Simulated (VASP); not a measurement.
A run of VASP 6.6.1 is set up as follows.

File INCAR:

```
SYSTEM = In
PREC = Accurate
ENCUT = 520
EDIFF = 1E-6
ISMEAR = -1
SIGMA = 0.1
LREAL = .False.
LASPH = .True.
NELM = 80
ALGO = Normal
ISIF = 2
LWAVE = .False.
LCHARG = .False.
GGA = PS
NBANDS = 20
```

Contents of KPOINTS:

```
regular mesh
0
Gamma
  18 18 10
  0 0 0
```

File POSCAR:

```
In
1.0
    3.3163055326      0.0000000000      0.0000000000
   -1.6581527663      2.8720048380      0.0000000000
    0.0000000000      0.0000000000      5.3936927047
In
2
Direct
    0.3333333333      0.6666666667      0.2500000000
    0.6666666667      0.3333333333      0.7500000000
```

Potentials or basis: VASP PAW PBE potentials, release 64 (In_d).

The run is started by

```bash
$ cat potpaw_PBE.64/In_d/POTCAR > POTCAR
$ mpirun -np 1 vasp_std > vasp.out
```

Q: What does it give for the pressure?

A: 0.0 GPa.

Q: Estimate the band gap on the k mesh.

A: Zero (bands 13 and 14 overlap by 6.50 eV).

Caveat: the PAW data sets were made with another functional, which shifts forces and pressure a little; spin-orbit coupling is left out, which moves the levels of the heavy elements.
